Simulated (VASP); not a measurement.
Input of a VASP 6.6.1 run:

Contents of INCAR:

```
SYSTEM = Mg
ALGO = Normal
EDIFF = 1E-8
ENCUT = 520
ISIF = 2
ISMEAR = -1
LASPH = .True.
LCHARG = .False.
LEFG = .True.
LREAL = .False.
LWAVE = .False.
NBANDS = 7
NELM = 100
PREC = Accurate
SIGMA = 0.03
```

The input KPOINTS:

```
k-points
0
Gamma
  19 19 19
  0 0 0
```

The input POSCAR:

```
Mg
1.0
   -1.4715618360      1.4715618360      1.4715618360
    1.4715618360     -1.4715618360      1.4715618360
    1.4715618360      1.4715618360     -1.4715618360
Mg
1
Direct
    0.0000000000      0.0000000000      0.0000000000
```

Potentials or basis: VASP PAW LDA potentials, release 64 (Mg).

Command:

```bash
$ cat potpaw_LDA.64/Mg/POTCAR > POTCAR
$ mpirun -np 1 vasp_std > vasp.out
```

Task: Estimate the band gap on the k mesh.

Result: Zero (band 1 reaches 9.83 eV, above the bottom of band 2 at 5.58 eV).

Task: Estimate the pressure.

Result: 58.2 GPa.

Caveat: without QUAD_EFG the Cq values of the log hold for a quadrupole moment of 1 mb, not for the nuclei.
